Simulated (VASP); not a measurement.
MoS2:

```
Mo S
1.0
     1.58759    0.91660    6.19393
    -1.58759    0.91660    6.19393
     0.00000   -1.83319    6.19393
Mo S
1 2
Direct
  0.00010 0.00010 0.00010
  0.24979 0.24979 0.24979
  0.41711 0.41711 0.41711
```

Program: VASP 6.6.1. Alike in all runs: task single point; no spin polarisation; cell as given; cutoff (eV) 500; smearing gaussian 0.01 eV.

Order these runs on this cell by their pressure, lowest first.
A. level PBEsol; potentials or basis VASP PAW PBE potentials, release 64 (Mo_sv, S); k mesh 6 × 6 × 6, shifted; mended yes
B. level LDA; potentials or basis VASP PAW LDA potentials, release 64 (Mo_sv, S); k mesh 4 × 4 × 4
C. level PBE; potentials or basis VASP PAW PBE potentials, release 64 (Mo_sv, S); k mesh 4 × 4 × 4

B (-5.5 GPa), A (-2.5 GPa), C (1.9 GPa).

Caveats: some runs use coarse meshes; the PAW data sets were made with another functional, which shifts forces and pressure a little (at least some runs).
